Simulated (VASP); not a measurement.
Ta2Si, 3 atoms in the cell. Symmetry: P-3m1, No. 164, trigonal system. Conventional cell: a = 3.271 Å, b = 3.271 Å, c = 5.200 Å, α = 90.00°, β = 90.00°, γ = 120.00°. Within 3.0 Å of Ta (site symmetry 3m) lie 3 Si at 2.30 Å. Within 3.0 Å of Si (site symmetry -3m) lie 6 Ta at 2.30 Å. 

| Item | Value |
| --- | --- |
| Program | VASP 6.6.1 |
| Task | single point |
| Functional | PBEsol |
| Potentials or basis | VASP PAW PBE potentials, release 64 (Ta_pv, Si) |
| Cutoff | 520 eV |
| k mesh | 6 × 6 × 4 |
| Occupations | gaussian, width 0.1 eV |
| Spin | no spin polarisation |
| Dipole correction | no |
| Further INCAR settings | ALGO = Fast; EDIFF = 1e-06; NBANDS = 20 |

Potentials or basis: VASP PAW PBE potentials, release 64 (Ta_pv, Si).

Launch:

```sh
$ cat potpaw_PBE.64/Ta_pv/POTCAR potpaw_PBE.64/Si/POTCAR > POTCAR
$ mpirun -np 1 vasp_std > vasp.out
```

Hardware: 1 thread of Intel(R) Xeon(R) 6975P-C (Granite Rapids), with other jobs on the host.

Task: How long does it take, and how much memory?

Result: Run time: 8.9 s on 1 thread of Intel(R) Xeon(R) 6975P-C (Granite Rapids) (shared host), peak memory 0.16 GiB. Counts: scf iterations 15, k points 24.
